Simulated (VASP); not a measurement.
# SnTe5 (P-62m) in VASP: notebook

Runs on SnTe5. Level: PBE. Tasks: single point, relaxation of cell and atoms.

Program: VASP 6.6.1. These are calculated values, not measurements. Logs are shortened: lines on timing, memory, paths and dates and some standing lists are left out, and cuts for length are marked.

## 1. The cell of the first run

It takes space group P-62m (No. 189, hexagonal). Conventional cell: a = 7.059 Å, b = 7.059 Å, c = 4.382 Å, α = 90.00°, β = 90.00°, γ = 120.00°. Sn (site symmetry -62m) has 12 Te at 3.22 to 4.08 Å within 4.2 Å. Te (site symmetry m2m) has 10 Te at 3.21 to 4.08 Å and 2 Sn at 3.22 Å within 4.2 Å. Within 4.2 Å of Te (site symmetry -6) lie 9 Te at 3.21 to 4.08 Å and 3 Sn at 4.08 Å.

The cell was generated, and may not be a known phase.

## 2. Single point, PBE

The input, INCAR:

```
ALGO = Normal
EDIFF = 1E-6
ENCUT = 520
GGA = PE
ISIF = 2
ISMEAR = 0
LASPH = True
LCHARG = False
LREAL = False
LWAVE = False
NBANDS = 31
NELM = 60
PREC = Accurate
SIGMA = 0.1
```

The input, KPOINTS:

```
k-points
0
Gamma
  6 6 8
```

The input, POSCAR:

```
SnTe5
1.0
    7.0587510356      0.0000000000      0.0000000000
   -3.5293755178      6.1130577158      0.0000000000
    0.0000000000      0.0000000000      4.3818472485
Sn Te
1 5
Direct
    0.0000000000      0.0000000000      0.0000000000
    0.3339865800      0.0000000000      0.5000000000
    0.6660134200      0.6660134200      0.5000000000
    0.0000000000      0.3339865800      0.5000000000
    0.3333333333      0.6666666667      0.0000000000
    0.6666666667      0.3333333333      0.0000000000
```

Potentials or basis: VASP PAW PBE potentials, release 64 (Sn_d, Te).

Launch:

```
$ cat potpaw_PBE.64/Sn_d/POTCAR potpaw_PBE.64/Te/POTCAR > POTCAR
$ mpirun -np 1 vasp_std > vasp.out
```

OUTCAR:

```text
EDIFF = 1E-6
   ENCUT = 520
   GGA = PE
   ISIF = 2
   ISMEAR = 0
   LASPH = True
   LREAL = False
   NELM = 60
   PREC = Accurate

 ion  position               nearest neighbor table
   1  0.000  0.000  0.000-   3 3.22   4 3.22   3 3.22   4 3.22   2 3.22   2 3.22
   2  0.334  0.000  0.500-   5 3.21   5 3.21   6 3.21   6 3.21   1 3.22   1 3.22
   3  0.666  0.666  0.500-   6 3.21   6 3.21   5 3.21   5 3.21   1 3.22   1 3.22
   4  0.000  0.334  0.500-   6 3.21   6 3.21   5 3.21   5 3.21   1 3.22   1 3.22
   5  0.333  0.667  0.000-   2 3.21   2 3.21   4 3.21   4 3.21   3 3.21   3 3.21
   6  0.667  0.333  0.000-   4 3.21   4 3.21   2 3.21   2 3.21   3 3.21   3 3.21

  LATTYP: Found a hexagonal cell.
 ALAT       =     7.0587510356
 C/A-ratio  =     0.6207680688

  Lattice vectors:

 A1 = (   7.0587510356,   0.0000000000,   0.0000000000)
 A2 = (  -3.5293755178,   6.1130577158,   0.0000000000)
 A3 = (   0.0000000000,   0.0000000000,   4.3818472485)

Analysis of symmetry for initial positions (statically):
=====================================================================
 Subroutine PRICEL returns:
 Original cell was already a primitive cell.

 Routine SETGRP: Setting up the symmetry group for a
 hexagonal supercell.

 Subroutine GETGRP returns: Found 12 space group operations
 (whereof 12 operations were pure point group operations)
 out of a pool of 24 trial point group operations.

The static configuration has the point symmetry D_3h.

Analysis of symmetry for dynamics (positions and initial velocities):
=====================================================================
 Subroutine PRICEL returns:
 Original cell was already a primitive cell.

 Routine SETGRP: Setting up the symmetry group for a
 hexagonal supercell.

 Subroutine GETGRP returns: Found 12 space group operations
 (whereof 12 operations were pure point group operations)
 out of a pool of 24 trial point group operations.

The dynamic configuration has the point symmetry D_3h.

 Subroutine INISYM returns: Found 12 space group operations
 (whereof 12 operations are pure point group operations),
 and found     1 'primitive' translations

----------------------------------------------------------------------------------------

                                     Primitive cell

  volume of cell :     189.0791

  direct lattice vectors                    reciprocal lattice vectors
     7.058751036  0.000000000  0.000000000     0.141668122  0.081792128  0.000000000
    -3.529375518  6.113057716  0.000000000     0.000000000  0.163584256  0.000000000
     0.000000000  0.000000000  4.381847248     0.000000000  0.000000000  0.228214254

  length of vectors
     7.058751036  7.058751036  4.381847248     0.163584256  0.163584256  0.228214254

  position of ions in fractional coordinates (direct lattice)
     0.000000000  0.000000000  0.000000000
     0.333986580  0.000000000  0.500000000
     0.666013420  0.666013420  0.500000000
     0.000000000  0.333986580  0.500000000
     0.333333333  0.666666667  0.000000000
     0.666666667  0.333333333  0.000000000

  ion indices of the primitive-cell ions
   primitive index   ion index
                 1           1
                 2           2
                 3           3
                 4           4
                 5           5
                 6           6

----------------------------------------------------------------------------------------

 KPOINTS: k-points

Automatic generation of k-mesh.
 Grid dimensions read from file:
 generate k-points for:    6    6    8

 Generating k-lattice:

  Cartesian coordinates                     Fractional coordinates (reciprocal lattice)
     0.023611354  0.013632021  0.000000000     0.166666667  0.000000000  0.000000000
     0.000000000  0.027264043  0.000000000     0.000000000  0.166666667  0.000000000
     0.000000000  0.000000000  0.028526782     0.000000000  0.000000000  0.125000000

  Length of vectors
     0.027264043  0.027264043  0.028526782

  Shift w.r.t. Gamma in fractional coordinates (k-lattice)
[... 48 lines left out ...]

 E-fermi :   6.6397     XC(G=0):  -9.5106

 val. band max:        6.6258842634   @ k =   0.0000   0.0000   0.5000
 cond. band min:       6.6476579187   @ k =   0.3333   0.0000   0.2500
 fundamental gap:      0.0217736553
 Fermi energy:         6.6396922492

 k-point     1 :       0.0000    0.0000    0.0000
  band No.  band energies     occupation
      1     -14.9527      2.00000
      2     -14.9527      2.00000
      3     -14.9438      2.00000
      4     -14.9438      2.00000
      5     -14.9415      2.00000
      6      -6.7022      2.00000
[... 23 lines left out ...]
     30      11.0031      0.00000
     31      12.0527      0.00000

 k-point     2 :       0.1667    0.0000    0.0000
  band No.  band energies     occupation
      1     -14.9527      2.00000
      2     -14.9527      2.00000
      3     -14.9438      2.00000
      4     -14.9438      2.00000
      5     -14.9415      2.00000
      6      -6.6238      2.00000
[... 23 lines left out ...]
     30      10.6276      0.00000
     31      11.7123      0.00000

 k-point     3 :       0.3333    0.0000    0.0000
  band No.  band energies     occupation
      1     -14.9527      2.00000
      2     -14.9526      2.00000
      3     -14.9438      2.00000
      4     -14.9438      2.00000
      5     -14.9415      2.00000
      6      -6.4027      2.00000
[... 23 lines left out ...]
     30      10.3957      0.00000
     31      11.3936      0.00000

 k-point     4 :       0.5000    0.0000    0.0000
  band No.  band energies     occupation
      1     -14.9527      2.00000
      2     -14.9526      2.00000
      3     -14.9438      2.00000
      4     -14.9438      2.00000
      5     -14.9415      2.00000
      6      -6.1795      2.00000
[... 635 lines left out ...]
     30      12.8034      0.00000
     31      12.9768      0.00000

 k-point    23 :       0.1667    0.0000    0.3750
  band No.  band energies     occupation
      1     -14.9520      2.00000
      2     -14.9520      2.00000
      3     -14.9485      2.00000
      4     -14.9485      2.00000
      5     -14.9321      2.00000
      6      -5.6826      2.00000
[... 23 lines left out ...]
     30      12.5103      0.00000
     31      12.9337      0.00000

 k-point    24 :       0.3333    0.0000    0.3750
  band No.  band energies     occupation
      1     -14.9520      2.00000
      2     -14.9520      2.00000
      3     -14.9486      2.00000
      4     -14.9485      2.00000
      5     -14.9320      2.00000
      6      -5.4882      2.00000
[... 23 lines left out ...]
     30      12.4580      0.00000
     31      13.0654      0.00000

 [... further k-points ...]

------------------------ aborting loop because EDIFF is reached ----------------------------------------

  FORCE on cell =-STRESS in cart. coord.  units (eV):
  Direction    XX          YY          ZZ          XY          YZ          ZX
  --------------------------------------------------------------------------------------
  -------------------------------------------------------------------------------------
  Total       -0.0861015     -0.0861015     -0.0878650      0.0000000      0.0000000     -0.0000000
  in kB       -0.7295882     -0.7295882     -0.7445308      0.0000000      0.0000000     -0.0000000
  external PRESSURE =      -0.7345691 kB  Pullay stress =       0.0000000 kB

 VOLUME and BASIS-vectors are now :
 -----------------------------------------------------------------------------
  energy-cutoff  :      520.00
  volume of cell :      189.08
      direct lattice vectors                 reciprocal lattice vectors
     7.058751036  0.000000000  0.000000000     0.141668122  0.081792128  0.000000000
    -3.529375518  6.113057716  0.000000000     0.000000000  0.163584256  0.000000000
     0.000000000  0.000000000  4.381847248     0.000000000  0.000000000  0.228214254

 POSITION                                       TOTAL-FORCE (eV/Angst)
 -----------------------------------------------------------------------------------
      0.00000      0.00000      0.00000         0.000000      0.000000      0.000000
      2.35753      0.00000      2.19092         0.001600      0.000000      0.000000
      2.35061      4.07138      2.19092        -0.000800     -0.001385      0.000000
     -1.17876      2.04168      2.19092        -0.000800      0.001385     -0.000000
     -0.00000      4.07537      0.00000         0.000000      0.000000      0.000000
      3.52938      2.03769      0.00000         0.000000      0.000000      0.000000
 -----------------------------------------------------------------------------------
    total drift:                                0.000000      0.000000     -0.000000

  FREE ENERGIE OF THE ION-ELECTRON SYSTEM (eV)
  ---------------------------------------------------
  free  energy   TOTEN  =       -18.9153920111 eV

  energy  without entropy=      -18.8919786907  energy(sigma->0) =      -18.90368535
```

Run time: 4.4 min. Hardware: 1 thread of Intel Xeon 8259CL, shared host; peak memory 0.42 GiB.

What came out:

```
Free energy            : -18.9154 eV
Pressure               : -0.1 GPa
Band gap on the k mesh : zero (bands 22 and 23 overlap by 0.76 eV)
```

Caveat: semilocal functionals underestimate gaps, and a narrow one can read as zero; spin-orbit coupling is left out, which moves the levels of the heavy elements.

## 3. Relaxation of cell and atoms, PBE

This run uses another cell than the first one, of 38.74 Å³/atom.

The input, INCAR:

```
ALGO     = Normal         # electronic algorithm
EDIFF    = 1E-6           # SCF threshold, eV
EDIFFG   = -0.04          # ionic threshold
ENCUT    = 600            # plane-wave cutoff, eV
GGA      = PE             # functional
IBRION   = 2              # ionic algorithm
ISIF     = 3              # what is computed and relaxed
ISMEAR   = 0              # smearing method
LASPH    = T              # aspherical terms in the spheres
LCHARG   = F              # write CHGCAR
LREAL    = F              # projectors in reciprocal space
LWAVE    = F              # write WAVECAR
NELM     = 100            # most SCF steps
NSW      = 90             # ionic steps
PREC     = Accurate       # precision mode
SIGMA    = 0.1            # smearing width, eV
```

The input, KPOINTS:

```
k-points
0
Gamma
  3 3 4
```

The input, POSCAR:

```
SnTe5
1.0
    6.6395002800      0.0000000000      0.0000000000
   -3.3197501400      5.7499759100      0.0000000000
    0.0000000000      0.0000000000      6.0877263400
Sn Te
1 5
Direct
    0.0000000000      0.0000000000      0.0000000000
    0.3130345300      0.0000000000      0.5000000000
    0.6869654700      0.6869654700      0.5000000000
    0.0000000000      0.3130345300      0.5000000000
    0.3333333300      0.6666666700      0.0000000000
    0.6666666700      0.3333333300      0.0000000000
```

Potentials or basis: VASP PAW PBE potentials, release 64 (Sn_d, Te).

Launch:

```
$ cat potpaw_PBE.64/Sn_d/POTCAR potpaw_PBE.64/Te/POTCAR > POTCAR
$ mpirun -np 1 vasp_std > vasp.out
```

Wall time 30 min (1 thread of Intel Xeon 8259CL, shared host); peak memory 0.43 GiB.

It converged, with:

* Free energy: -18.6123 eV
* Relaxed volume: 30.82 Å³/atom
* Relaxed cell: a = 6.836 Å, b = 6.836 Å, c = 4.569 Å, α = 90.00°, β = 90.00°, γ = 120.00°
* Space group after relaxing (to 0.1 Å): P-62m (No. 189)
* Energy gained by relaxing: 402.4 meV/atom
* Ionic steps: 19
* Pressure after relaxing: 0.0 GPa
* Largest force after relaxing: 0.008 eV/Å
* Band gap on the k mesh: zero (bands 22 and 23 overlap by 0.80 eV)

Forces on the atoms (eV/Å):
```
Sn   0.000  0.000  0.000
Te  -0.008  0.000  0.000
Te   0.004  0.007  0.000
Te   0.004 -0.007  0.000
Te   0.000  0.000  0.000
Te   0.000  0.000  0.000
```

Stress tensor (GPa, compression positive):
```
 0.06  0.00  0.00
 0.00  0.06  0.00
 0.00  0.00 -0.15
```

The path:
| step | energy change (eV) | largest force (eV/Å) | pressure (GPa) | volume (Å³) |
| --- | --- | --- | --- | --- |
| 1 | 0.0000 | 0.4205 | -6.92 | 232.41 |
| 2 | -1.7142 | 0.1702 | -1.44 | 180.52 |
| 3 | -1.7583 | 0.2894 | 0.34 | 173.71 |
| 4 | -2.0103 | 0.2889 | 1.31 | 170.42 |
| 5 | -2.0537 | 0.2591 | 1.96 | 168.92 |
| 6 | -2.0423 | 0.3607 | 3.57 | 165.70 |
| 7 | -2.0665 | 0.2733 | 2.48 | 167.63 |
| 8 | -2.1638 | 0.2545 | -0.66 | 179.09 |
| 9 | -2.1640 | 0.2517 | -0.53 | 178.51 |
| 10 | -2.1931 | 0.3187 | -0.28 | 178.28 |
| 11 | -2.3228 | 0.2489 | 0.68 | 177.34 |
| 12 | -2.2093 | 0.3490 | 4.49 | 174.36 |
| 13 | -2.3652 | 0.0489 | 1.83 | 176.41 |
| 14 | -2.3719 | 0.0218 | 1.81 | 176.97 |
| 15 | -2.3806 | 0.0529 | 1.78 | 178.63 |
| 16 | -2.3916 | 0.0449 | 1.45 | 179.70 |
| 17 | -2.4116 | 0.0214 | 0.52 | 182.93 |
| 18 | -2.3975 | 0.0224 | -1.10 | 189.51 |
| 19 | -2.4147 | 0.0075 | -0.01 | 184.92 |

Final structure:
```yaml
crystal:
  lattice:
    - [6.83634, 0.00000, 0.00000]
    - [-3.41817, 5.92045, 0.00000]
    - [0.00000, 0.00000, 4.56887]
  atoms:
    - { symbol: Sn, position: [0.00000, 0.00000, 0.00000] }
    - { symbol: Te, position: [0.33879, 0.00000, 0.50000] }
    - { symbol: Te, position: [0.66121, 0.66121, 0.50000] }
    - { symbol: Te, position: [0.00000, 0.33879, 0.50000] }
    - { symbol: Te, position: [0.33333, 0.66667, 0.00000] }
    - { symbol: Te, position: [0.66667, 0.33333, 0.00000] }
```

Levels at points of the mesh, in eV from the Fermi level:
```
           k point  band 20  band 21  band 22  band 23  band 24  band 25
(0.00, 0.00, 0.00)    -1.50    -0.65    -0.65    -0.56     0.02     0.88
(0.00, 0.00, 0.50)     0.09     0.09     0.24     0.25     0.91     0.91
```

Caveat: the k points lie up to 0.35 Å⁻¹ apart in the final cell, too coarse for converged energies and pressures of a metal; the volume moved by over 15 % at a fixed basis, so the end points are rough; semilocal functionals underestimate gaps, and a narrow one can read as zero; spin-orbit coupling is left out, which moves the levels of the heavy elements.

## 4. Relaxation of cell and atoms, PBE

This run uses another cell than the first one, of 31.09 Å³/atom.

The input, INCAR:

```
PREC     = Accurate       # precision mode
ENCUT    = 600            # plane-wave cutoff, eV
EDIFF    = 1E-6           # SCF threshold, eV
ISMEAR   = 0              # smearing method
SIGMA    = 0.1            # smearing width, eV
LREAL    = False          # projectors in reciprocal space
LASPH    = True           # aspherical terms in the spheres
NELM     = 100            # most SCF steps
ALGO     = Normal         # electronic algorithm
ISIF     = 3              # what is computed and relaxed
LWAVE    = False          # write WAVECAR
LCHARG   = False          # write CHGCAR
GGA      = PE             # functional
IBRION   = 2              # ionic algorithm
NSW      = 100            # ionic steps
EDIFFG   = -0.01          # ionic threshold
```

The input, KPOINTS:

```
regular mesh
0
Gamma
  6 6 8
```

The input, POSCAR:

```
SnTe5
1.0
    6.9106985133      0.0000000000      0.0000000000
   -3.4553492566      5.9848404704      0.0000000000
    0.0000000000      0.0000000000      4.5099617298
Sn Te
1 5
Direct
    0.0000000000      0.0000000000      0.0000000000
    0.3371649941      0.0000000000      0.5000000000
    0.6628350059      0.6628350059      0.5000000000
    0.0000000000      0.3371649941      0.5000000000
    0.3333333333      0.6666666667      0.0000000000
    0.6666666667      0.3333333333      0.0000000000
```

Launch:

```
$ cat potpaw_PBE.64/Sn_d/POTCAR potpaw_PBE.64/Te/POTCAR > POTCAR
$ mpirun -np 1 vasp_std > vasp.out
```

It took 33 min on 1 thread of Intel Xeon 8259CL, shared host; peak memory 0.48 GiB.

The run converged. Its results:

* Free energy: -18.9152 eV
* Relaxed volume: 31.48 Å³/atom
* Relaxed cell: a = 7.056 Å, b = 7.056 Å, c = 4.380 Å, α = 90.00°, β = 90.00°, γ = 120.00°
* Space group after relaxing (to 0.1 Å): P-62m (No. 189)
* Energy gained by relaxing: 4.1 meV/atom
* Ionic steps: 14
* Pressure after relaxing: 0.0 GPa
* Band gap on the k mesh: zero (bands 22 and 23 overlap by 0.77 eV)

The path:
```csv
step,energy change (eV),largest force (eV/Å),pressure (GPa),volume (Å³)
1,0.0000,0.0068,-0.23,186.53
2,-0.0120,0.0232,0.34,185.30
3,-0.0129,0.0360,0.55,184.86
4,-0.0213,0.0398,0.17,187.13
5,-0.0233,0.0418,-0.07,188.72
6,-0.0233,0.0420,-0.10,188.89
7,-0.0239,0.0422,0.01,188.70
8,-0.0240,0.0423,0.06,188.61
9,-0.0244,0.0298,0.00,188.89
10,-0.0246,0.0093,-0.10,189.35
11,-0.0246,0.0143,-0.07,189.24
12,-0.0248,0.0042,0.03,188.79
13,-0.0248,0.0052,0.02,188.83
14,-0.0249,0.0017,-0.02,188.86
```

Final structure:
```cif
data_structure
_symmetry_space_group_name_H-M 'P 1'
_symmetry_Int_Tables_number 1
_cell_length_a 7.0562
_cell_length_b 7.0562
_cell_length_c 4.3800
_cell_angle_alpha 90.000
_cell_angle_beta 90.000
_cell_angle_gamma 120.000
_cell_volume 188.86
loop_
_atom_site_label
_atom_site_type_symbol
_atom_site_fract_x
_atom_site_fract_y
_atom_site_fract_z
_atom_site_occupancy
Sn1 Sn 0.00000 0.00000 0.00000 1
Te1 Te 0.33390 0.00000 0.50000 1
Te2 Te 0.66610 0.66610 0.50000 1
Te3 Te 0.00000 0.33390 0.50000 1
Te4 Te 0.33333 0.66667 0.00000 1
Te5 Te 0.66667 0.33333 0.00000 1
```

Levels at points of the mesh, in eV from the Fermi level:
```tsv
k point	band 20	band 21	band 22	band 23	band 24	band 25
(0.00, 0.00, 0.00)	-1.33	-0.68	-0.68	-0.32	0.11	0.96
(0.50, 0.00, 0.00)	-2.01	-0.24	-0.20	0.50	0.73	1.13
(0.00, 0.00, 0.50)	-0.33	-0.33	-0.01	0.06	0.52	0.52
(0.50, 0.00, 0.50)	-1.39	-1.25	-0.50	-0.47	1.24	1.53
```

Caveat: semilocal functionals underestimate gaps, and a narrow one can read as zero; spin-orbit coupling is left out, which moves the levels of the heavy elements.

## 5. The runs side by side

| task | cell | k mesh | cutoff (eV) | gap on the mesh (eV) | pressure (GPa) | relaxed volume (Å³/atom) |
| --- | --- | --- | --- | --- | --- | --- |
| single point | a = 7.059, b = 7.059, c = 4.382 Å, angles 90.0, 90.0, 120.0°, 6 atoms, atomic positions A | 6 × 6 × 8 | 520 | none | -0.1 | - |
| relaxation of cell and atoms | relaxed from a = 6.640, b = 6.640, c = 6.088 Å, angles 90.0, 90.0, 120.0°, 6 atoms, atomic positions B | 3 × 3 × 4 | 600 | none | 0.0 | 30.82 |
| relaxation of cell and atoms | relaxed from a = 6.911, b = 6.911, c = 4.510 Å, angles 90.0, 90.0, 120.0°, 6 atoms, atomic positions C | 6 × 6 × 8 | 600 | none | 0.0 | 31.48 |

Alike in all rows: level PBE; potentials or basis VASP PAW PBE potentials, release 64 (Sn_d, Te); no spin polarisation; smearing gaussian 0.1 eV.

Caveats: some runs use coarse meshes; semilocal functionals underestimate gaps, and a narrow one can read as zero; spin-orbit coupling is left out, which moves the levels of the heavy elements; the volume moved by over 15 % at a fixed basis, so the end points are rough (at least some runs).

Absolute energies hang on the potentials; compare differences alone.

The gap in the log of VASP goes by the Fermi energy; the results here count the filled bands.